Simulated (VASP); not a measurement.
Wanted: the native input for a VASP 6.6.1 run.

* Task: single point
* Functional: PBE
* Potentials or basis: VASP PAW PBE potentials, release 64 (Ti_sv, Al)
* Cutoff: 520 eV
* k mesh: 12 × 12 × 12
* Occupations: gaussian, width 0.1 eV
* Spin: no spin polarisation
* Dipole correction: no
* Further INCAR settings: ALGO = Fast; EDIFF = 1e-06; NBANDS = 18

The structure of TiAl3 lies in POSCAR:

```
TiAl3
1.0
    4.0190741933      0.0000000000      0.0000000000
    0.0000000000      4.0190741933      0.0000000000
    0.0000000000      0.0000000000      4.0190741933
Ti Al
1 3
Direct
    0.0000000000      0.0000000000      0.0000000000
    0.5000000000      0.0000000000      0.5000000000
    0.0000000000      0.5000000000      0.5000000000
    0.5000000000      0.5000000000      0.0000000000
```

This cell differs from its parent crystal: volume scaled by 1.03.

These files were run (other wordings do the same):

INCAR

```
PREC     = Accurate       # precision mode
ENCUT    = 520            # plane-wave cutoff, eV
EDIFF    = 1E-6           # SCF threshold, eV
ISMEAR   = 0              # smearing method
SIGMA    = 0.1            # smearing width, eV
LREAL    = F              # projectors in reciprocal space
LASPH    = T              # aspherical terms in the spheres
NELM     = 80             # most SCF steps
ALGO     = Fast           # electronic algorithm
ISIF     = 2              # what is computed and relaxed
LWAVE    = F              # write WAVECAR
LCHARG   = T              # write CHGCAR
GGA      = PE             # functional
LELF     = T              # ELF
LVHAR    = T            
NBANDS   = 18             # bands
```

KPOINTS

```
regular mesh
0
Gamma
  12 12 12
```

Potentials or basis: VASP PAW PBE potentials, release 64 (Ti_sv, Al).

The run is started by

```bash
$ cat potpaw_PBE.64/Ti_sv/POTCAR potpaw_PBE.64/Al/POTCAR > POTCAR
$ mpirun -np 1 vasp_std > vasp.out
```

It gave:

```json
{"Pressure": "-3.0 GPa"}
```

Run time: 120 s on 1 thread of Intel(R) Xeon(R) 6975P-C (Granite Rapids) (shared host), peak memory 0.22 GiB.
